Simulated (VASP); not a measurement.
Wanted: the native input for a VASP 6.6.1 run.

* Task: single point
* Functional: PBE
* Potentials or basis: VASP PAW PBE potentials, release 64 (Ca_sv, O)
* Cutoff: 520 eV
* k mesh: 9 × 9 × 6
* Occupations: gaussian, width 0.05 eV
* Spin: no spin polarisation
* Dipole correction: no
* Further INCAR settings: ALGO = Normal; EDIFF = 1e-06; NBANDS = 24

The structure of CaO lies in POSCAR:

```
CaO
1.0
    4.1117350992      0.0000000000      0.0000000000
   -2.0558675496      3.5608670496      0.0000000000
    0.0000000000      0.0000000000      4.7848400100
Ca O
2 2
Direct
    0.3333333333      0.6666666667      0.7500000000
    0.6666666667      0.3333333333      0.2500000000
    0.3333333333      0.6666666667      0.2500000000
    0.6666666667      0.3333333333      0.7500000000
```

This cell differs from its parent crystal: strain +0.030 along x and y, +0.000 along z.

One way to write it, as run:

INCAR

```
SYSTEM = CaO
PREC = Accurate ; ENCUT = 520
EDIFF = 1E-6 ; ISMEAR = 0
SIGMA = 0.05 ; LREAL = .False.
LASPH = .True. ; NELM = 100
ALGO = Normal ; ISIF = 2
LWAVE = .False. ; LCHARG = .True.
GGA = PE ; LELF = .True.
LVHAR = .True. ; NBANDS = 24
```

KPOINTS

```
regular mesh
0
Gamma
  9 9 6
  0 0 0
```

Potentials or basis: VASP PAW PBE potentials, release 64 (Ca_sv, O).

Run with:

```bash
$ cat potpaw_PBE.64/Ca_sv/POTCAR potpaw_PBE.64/O/POTCAR > POTCAR
$ mpirun -np 1 vasp_std > vasp.out
```

It gave:

```yaml
Pressure: -3.0 GPa
Band_gap_on_the_k_mesh: 2.88 eV, direct
```

Caveat: the cell differs from its parent crystal (strain +0.030 along x and y, +0.000 along z).

Wall time 72 s on 1 thread of Intel Xeon 6975P-C, with other jobs on the host, peak memory 0.23 GiB.
